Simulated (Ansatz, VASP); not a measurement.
**SrTiO3: VASP beside Ansatz**

```xyz
5
Lattice="3.9069 0.0000 0.0000 0.0000 3.9069 0.0000 0.0000 0.0000 3.9069" Properties=species:S:1:pos:R:3 pbc="T T T"
Sr    0.0000    0.0000    0.0000
Ti    1.9534    1.9534    1.9534
O     1.9534    0.0000    1.9534
O     1.9534    1.9534    0.0000
O     0.0000    1.9534    1.9534
```

Alike in both runs: task single point; functional PBE; k mesh 6 × 6 × 6; non-collinear spin, spin-orbit coupling.

```csv
,VASP,Ansatz
version,VASP 6.6.1,Ansatz 0.2.0
potentials or method,"VASP PAW PBE potentials, release 64 (Sr_sv, Ti_sv, O)","plane waves, PAW"
plane-wave cutoff (eV),520,420
occupations,"gaussian, width 0.01 eV",fixed
valence electrons in the cell,40,40
```

Ansatz gave:

| Property | Result |
| --- | --- |
| pressure (GPa) | 4.1 |

Q: Estimate VASP's values.

A: Pressure (GPa): 4.7.
